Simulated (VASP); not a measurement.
# BiCH3I2 in VASP: a series of runs

Runs on BiCH3I2. Level: PBE. Tasks: single point.

All numbers are computed with VASP 6.6.1; they aren't measurements. Logs are shortened: lines on timing, memory, paths and dates and some standing lists are left out, and cuts for length are marked.

### 1 The cell of the first run

The cell holds a molecule in a box, 7 atoms: a = 12.590 Å, b = 13.480 Å, c = 11.200 Å, α = 90.00°, β = 90.00°, γ = 90.00°.

### 2 Single point, PBE

The input, INCAR:

```
ALGO = Normal ; EDIFF = 1E-6
ENCUT = 520 ; GGA = PE
ISIF = 2 ; ISMEAR = 0
LASPH = True ; LCHARG = False
LREAL = False ; LWAVE = False
NBANDS = 27 ; NELM = 80
PREC = Accurate ; SIGMA = 0.01
```

The input, KPOINTS:

```
k-points
0
Gamma
  1 1 1
```

The input, POSCAR:

```
BiH3CI2
1.0
   12.5900000000      0.0000000000      0.0000000000
    0.0000000000     13.4800000000      0.0000000000
    0.0000000000      0.0000000000     11.2000000000
Bi C H I
1 1 3 2
Direct
    0.4387498000      0.5000341200      0.5981767900
    0.5983907900      0.5000341200      0.4986571400
    0.5817402700      0.5000341200      0.4017857100
    0.6427418600      0.5676980700      0.5242089300
    0.6427418600      0.4323701800      0.5242089300
    0.3574265300      0.6662403600      0.4688348200
    0.3574265300      0.3338278900      0.4688348200
```

Potentials or basis: VASP PAW PBE potentials, release 64 (Bi_d, C, H, I).

Started as:

```console
> cat potpaw_PBE.64/Bi_d/POTCAR potpaw_PBE.64/C/POTCAR potpaw_PBE.64/H/POTCAR potpaw_PBE.64/I/POTCAR > POTCAR
> mpirun -np 1 vasp_gam > vasp.out
```

OUTCAR:

```text
EDIFF = 1E-6
   ENCUT = 520
   GGA = PE
   ISIF = 2
   ISMEAR = 0
   LASPH = True
   LREAL = False
   NELM = 80
   PREC = Accurate

 ion  position               nearest neighbor table
   1  0.439  0.500  0.598-   2 2.30   7 2.86   6 2.86
   2  0.598  0.500  0.499-   3 1.11   5 1.11   4 1.11   1 2.30
   3  0.582  0.500  0.402-   2 1.11
   4  0.643  0.568  0.524-   2 1.11
   5  0.643  0.432  0.524-   2 1.11
   6  0.357  0.666  0.469-   1 2.86
   7  0.357  0.334  0.469-   1 2.86

  LATTYP: Found a simple orthorhombic cell.
 ALAT       =    11.2000000000
 B/A-ratio  =     1.1241071429
 C/A-ratio  =     1.2035714286

  Lattice vectors:

 A1 = (   0.0000000000,   0.0000000000,  11.2000000000)
 A2 = (  12.5900000000,   0.0000000000,   0.0000000000)
 A3 = (   0.0000000000,  13.4800000000,   0.0000000000)

Analysis of symmetry for initial positions (statically):
=====================================================================
 Subroutine PRICEL returns:
 Original cell was already a primitive cell.

 Routine SETGRP: Setting up the symmetry group for a
 simple orthorhombic supercell.

 Subroutine GETGRP returns: Found  2 space group operations
 (whereof  1 operations were pure point group operations)
 out of a pool of  8 trial point group operations.

The static configuration has the point symmetry C_1 .
 The point group associated with its full space group is C_1h.

Analysis of symmetry for dynamics (positions and initial velocities):
=====================================================================
 Subroutine PRICEL returns:
 Original cell was already a primitive cell.

 Routine SETGRP: Setting up the symmetry group for a
 simple orthorhombic supercell.

 Subroutine GETGRP returns: Found  2 space group operations
 (whereof  1 operations were pure point group operations)
 out of a pool of  8 trial point group operations.

The dynamic configuration has the point symmetry C_1 .
 The point group associated with its full space group is C_1h.

 Subroutine INISYM returns: Found  2 space group operations
 (whereof  1 operations are pure point group operations),
 and found     1 'primitive' translations

----------------------------------------------------------------------------------------

                                     Primitive cell

  volume of cell :    1900.7878

  direct lattice vectors                    reciprocal lattice vectors
    12.590000000  0.000000000  0.000000000     0.079428118  0.000000000  0.000000000
     0.000000000 13.480000000  0.000000000     0.000000000  0.074183976  0.000000000
     0.000000000  0.000000000 11.200000000     0.000000000  0.000000000  0.089285714

  length of vectors
    12.590000000 13.480000000 11.200000000     0.079428118  0.074183976  0.089285714

  position of ions in fractional coordinates (direct lattice)
     0.438749800  0.500034120  0.598176790
     0.598390790  0.500034120  0.498657140
     0.581740270  0.500034120  0.401785710
     0.642741860  0.567698070  0.524208930
     0.642741860  0.432370180  0.524208930
     0.357426530  0.666240360  0.468834820
     0.357426530  0.333827890  0.468834820

  ion indices of the primitive-cell ions
   primitive index   ion index
                 1           1
                 2           2
                 3           3
                 4           4
                 5           5
                 6           6
                 7           7

----------------------------------------------------------------------------------------

 KPOINTS: k-points

Automatic generation of k-mesh.
 Grid dimensions read from file:
 generate k-points for:    1    1    1

 Generating k-lattice:

  Cartesian coordinates                     Fractional coordinates (reciprocal lattice)
     0.079428118  0.000000000  0.000000000     1.000000000  0.000000000  0.000000000
     0.000000000  0.074183976  0.000000000     0.000000000  1.000000000  0.000000000
     0.000000000  0.000000000  0.089285714     0.000000000  0.000000000  1.000000000

  Length of vectors
     0.079428118  0.074183976  0.089285714

  Shift w.r.t. Gamma in fractional coordinates (k-lattice)
     0.000000000  0.000000000  0.000000000

 Subroutine IBZKPT returns following result:
 ===========================================

 Found      1 irreducible k-points:

 Following reciprocal coordinates:
            Coordinates               Weight
  0.000000  0.000000  0.000000      1.000000
   k-points           NKPTS =      1   k-points in BZ     NKDIM =      1   number of bands    NBANDS=     27
   number of dos      NEDOS =    301   number of ions     NIONS =      7
   total plane-waves  NPLWV = 806400
   dimension x,y,z NGX =    96 NGY =  100 NGZ =   84
   dimension x,y,z NGXF=   192 NGYF=  200 NGZF=  168
   ions per type =               1   1   3   2
   NGX,Y,Z   is equivalent  to a cutoff of  12.68, 12.33, 12.47 a.u.
   NGXF,Y,Z  is equivalent  to a cutoff of  25.35, 24.67, 24.94 a.u.
 SYSTEM =  unknown system
   PREC   = accura    normal or accurate (medium, high low for compatibility)
   ISTART =      0    job   : 0-new  1-cont  2-samecut
   ICHARG =      2    charge: 1-file 2-atom 10-const
   ISPIN  =      1    spin polarized calculation?
   LNONCOLLINEAR =      F non collinear calculations
   LSORBIT =      F    spin-orbit coupling
   LASPH  =      T    aspherical Exc in radial PAW
   ENCUT  =  520.0 eV  38.22 Ry    6.18 a.u.  23.41 25.06 20.82*2*pi/ulx,y,z
   NELM   =     80;   NELMIN=  2; NELMDL= -5     # of ELM steps
   EDIFF  = 0.1E-05   stopping-criterion for ELM
   LREAL  =      F    real-space projection
   EDIFFG = 0.1E-04   stopping-criterion for IOM
   NSW    =      0    number of steps for IOM
   IBRION =     -1    ionic relax: 0-MD 1-quasi-New 2-CG
   NFREE  =      0    steps in history (QN), initial steepest desc. (CG)
   ISIF   =      2    stress and relaxation
   ISYM   =      2    0-nonsym 1-usesym 2-fastsym
   POTIM  = 0.5000    time-step for ionic-motion
   TEBEG  =    0.0;   TEEND  =   0.0 temperature during run
   PSTRESS=    0.0 pullay stress
   NELECT =      36.0000    total number of electrons
   NUPDOWN=      -1.0000    fix difference up-down
   EMIN   =  10.00;   EMAX   =-10.00  energy-range for DOS
   EFERMI =   0.00;   METHOD = LEGACY
   ISMEAR =     0;   SIGMA  =   0.01  broadening in eV -4-tet -1-fermi 0-gaus
   EFERMI_NEDOS =   21; number of points for ismear=-14 and -15
   IALGO  =     38    algorithm
   IMIX   =      4    mixing-type and parameters
     AMIX     =   0.40;   BMIX     =  1.00
     AMIX_MAG =   1.60;   BMIX_MAG =  1.00
  volume/ion in A,a.u.               =     271.54      1832.45
  Fermi-wavevector in a.u.,A,eV,Ry     =   0.436380  0.824638  2.590919  0.190427
  Thomas-Fermi vector in A             =   1.408595
   LORBIT       =      0    0 simple, 1 ext, 2 COOP (PROOUT), +10 PAW based schemes
   GGA     = PE    functional components
   LHFCALC =     F    Hartree Fock is set to
   AEXX    =    0.0000 exact exchange contribution
   IVDW    =     0    specifies the selected vdW correction
   LEPSILON=     F    determine dielectric tensor
   LRPA    =     F    only Hartree local field effects (RPA)
 non-spin polarized calculation
 Gauss-broadening in eV      SIGMA  =   0.01
  energy-cutoff  :      520.00
  volume of cell :     1900.79
 maximum number of plane-waves:     25575
 NGX is ok and might be reduce to    96
   NGX = 47   NGY = 51   NGZ = 41

 number of electron      36.0000001 magnetization

 Free energy of the ion-electron system (eV)
  ---------------------------------------------------
  ext. energy  EPLUGINS =         0.00000000
  ---------------------------------------------------
  free energy    TOTEN  =       -27.34214313 eV

  energy without entropy =      -27.34214313  energy(sigma->0) =      -27.34214313

 E-fermi :  -5.4846     XC(G=0):  -1.2548

 val. band max:       -5.5363203948   @ k =   0.0000   0.0000   0.0000
 cond. band min:      -2.6955683298   @ k =   0.0000   0.0000   0.0000
 fundamental gap:      2.8407520650
 Fermi energy:        -5.4845947444

 k-point     1 :       0.0000    0.0000    0.0000
  band No.  band energies     occupation
      1     -27.5464      2.00000
      2     -27.5111      2.00000
      3     -27.3647      2.00000
      4     -27.3466      2.00000
      5     -27.3333      2.00000
      6     -17.4094      2.00000
[... 19 lines left out ...]
     26       0.9899      0.00000
     27       1.1239      0.00000

------------------------ aborting loop because EDIFF is reached ----------------------------------------

  FORCE on cell =-STRESS in cart. coord.  units (eV):
  Direction    XX          YY          ZZ          XY          YZ          ZX
  --------------------------------------------------------------------------------------
  -------------------------------------------------------------------------------------
  Total       -0.7478761     -1.0716408     -0.8288503      0.0000000      0.0000000     -0.0165041
  in kB       -0.6303861     -0.9032878     -0.6986394      0.0000000      0.0000000     -0.0139113
  external PRESSURE =      -0.7441044 kB  Pullay stress =       0.0000000 kB

 VOLUME and BASIS-vectors are now :
 -----------------------------------------------------------------------------
  energy-cutoff  :      520.00
  volume of cell :     1900.79
      direct lattice vectors                 reciprocal lattice vectors
    12.590000000  0.000000000  0.000000000     0.079428118  0.000000000  0.000000000
     0.000000000 13.480000000  0.000000000     0.000000000  0.074183976  0.000000000
     0.000000000  0.000000000 11.200000000     0.000000000  0.000000000  0.089285714

 POSITION                                       TOTAL-FORCE (eV/Angst)
 -----------------------------------------------------------------------------------
      5.52386      6.74046      6.69958         0.136496      0.000000     -0.262008
      7.53374      6.74046      5.58496         0.105073      0.000000     -0.070261
      7.32411      6.74046      4.50000         0.047782      0.000000      0.339454
      8.09212      7.65257      5.87114        -0.176419     -0.270097     -0.069054
      8.09212      5.82835      5.87114        -0.176419      0.270097     -0.069054
      4.50000      8.98092      5.25095         0.031744     -0.116448      0.065461
      4.50000      4.50000      5.25095         0.031744      0.116448      0.065461
 -----------------------------------------------------------------------------------
    total drift:                                0.000415     -0.000076      0.000367

  FREE ENERGIE OF THE ION-ELECTRON SYSTEM (eV)
  ---------------------------------------------------
  free  energy   TOTEN  =       -27.3421431331 eV

  energy  without entropy=      -27.3421431331  energy(sigma->0) =      -27.34214313
```

It took 5.2 min on 1 thread of AMD EPYC 7R43 (Zen 3), shared host; peak memory 1.4 GiB.

Results:

```
Free energy                     : -27.3421 eV
Largest force                   : 0.343 eV/Å
Gap between the frontier levels : 2.84 eV
```

Forces in eV/Å, atoms in the order of the input:
```
Bi   0.136  0.000 -0.262
C    0.105  0.000 -0.070
H    0.048  0.000  0.339
H   -0.176 -0.270 -0.069
H   -0.176  0.270 -0.069
I    0.032 -0.116  0.065
I    0.032  0.116  0.065
```

Levels at points of the mesh, in eV from the valence-band top:
```tsv
k point	band 16	band 17	band 18	band 19	band 20	band 21
(0.00, 0.00, 0.00)	-0.28	-0.18	0.00	2.84	3.44	4.69
```

Caveat: spin-orbit coupling is left out, which moves the levels of the heavy elements.

### 3 Single point, PBE, non-collinear spin, zero start, spin-orbit coupling

The input, INCAR:

```
PREC = Accurate ; ENCUT = 520
EDIFF = 1E-6 ; ISMEAR = 0
SIGMA = 0.01 ; LREAL = F
LASPH = T ; NELM = 150
ALGO = Normal ; ISIF = 2
LWAVE = F ; LCHARG = F
LNONCOLLINEAR = T ; MAGMOM = 0 0 0 0 0 0 0 0 0 0 0 0 0 0 0 0 0 0 0 0 0
LORBIT = 11 ; LSORBIT = T
GGA_COMPAT = F ; LORBMOM = T
GGA = PE ; NBANDS = 53
```

The input, KPOINTS:

```
Automatic mesh
0
Gamma
  1 1 1
```

POSCAR is that of step 2.

Potentials or basis: VASP PAW PBE potentials, release 64 (Bi_d, C, H, I).

Started as:

```console
> cat potpaw_PBE.64/Bi_d/POTCAR potpaw_PBE.64/C/POTCAR potpaw_PBE.64/H/POTCAR potpaw_PBE.64/I/POTCAR > POTCAR
> mpirun -np 1 vasp_ncl > vasp.out
```

Wall time 31 min (1 thread of AMD EPYC 7R43 (Zen 3), shared host); peak memory 4.4 GiB.

It converged, with:

| Item | Value |
| --- | --- |
| Free energy | -28.3352 eV |
| Largest force | 0.345 eV/Å |
| Net moment | 0.00 μB per cell |
| Valence electrons inside the program's atomic spheres | Bi 12.74; C 2.54; H 0.67; I 4.28 |

Forces in eV/Å, atoms in the order of the input:
```
Bi   0.182  0.000 -0.147
C    0.204  0.000 -0.113
H    0.015  0.000  0.344
H   -0.195 -0.268 -0.056
H   -0.195  0.268 -0.056
I   -0.006 -0.023  0.013
I   -0.006  0.023  0.013
```

Moments on the atoms (μB; x, y, z):
```
Bi  0.00 0.00 0.00
C   0.00 0.00 0.00
H   0.00 0.00 0.00
H   0.00 0.00 0.00
H   0.00 0.00 0.00
I   0.00 0.00 0.00
I   0.00 0.00 0.00
```
